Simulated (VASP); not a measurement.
Write the native input for VASP 6.6.1 that does the following.

```
Task                   : single point
Functional             : PBEsol
Potentials or basis    : VASP PAW PBE potentials, release 64 (Sb)
Cutoff                 : 520 eV
k mesh                 : 12 × 12 × 12
Occupations            : gaussian, width 0.15 eV
Spin                   : no spin polarisation
Dipole correction      : no
Further INCAR settings : ALGO = Normal; EDIFF = 1e-07; NBANDS = 12
```

The structure of Sb lies in POSCAR:

```
Sb
1.0
    2.1828593370      1.2602744258      3.8001600000
   -2.1828593370      1.2602744258      3.8001600000
    0.0000000000     -2.5205488516      3.8001600000
Sb
2
Direct
    0.2336400000      0.2336400000      0.2336400000
    0.7663600000      0.7663600000      0.7663600000
```

This cell differs from its parent crystal: strain +0.015 along x and y, +0.015 along z.

The input as run:

INCAR

```
ALGO = Normal ; EDIFF = 1E-7
ENCUT = 520 ; GGA = PS
ISIF = 2 ; ISMEAR = 0
LASPH = True ; LCHARG = True
LELF = True ; LREAL = False
LVHAR = True ; LWAVE = False
NBANDS = 12 ; NELM = 60
PREC = Accurate ; SIGMA = 0.15
```

KPOINTS

```
k-points
0
Gamma
  12 12 12
```

Potentials or basis: VASP PAW PBE potentials, release 64 (Sb).

Command:

```bash
$ cat potpaw_PBE.64/Sb/POTCAR > POTCAR
$ mpirun -np 1 vasp_std > vasp.out
```

It gave:

- Pressure: -1.9 GPa
- Largest force: 0.008 eV/Å
- Band gap on the k mesh: zero (bands 5 and 6 overlap by 0.23 eV)

Caveat: the cell differs from its parent crystal (strain +0.015 along x and y, +0.015 along z); the PAW data sets were made with another functional, which shifts forces and pressure a little; spin-orbit coupling is left out, which moves the levels of the heavy elements.

Wall time 2.8 min on 1 thread of Intel Xeon 8259CL (shared host), peak memory 0.28 GiB.
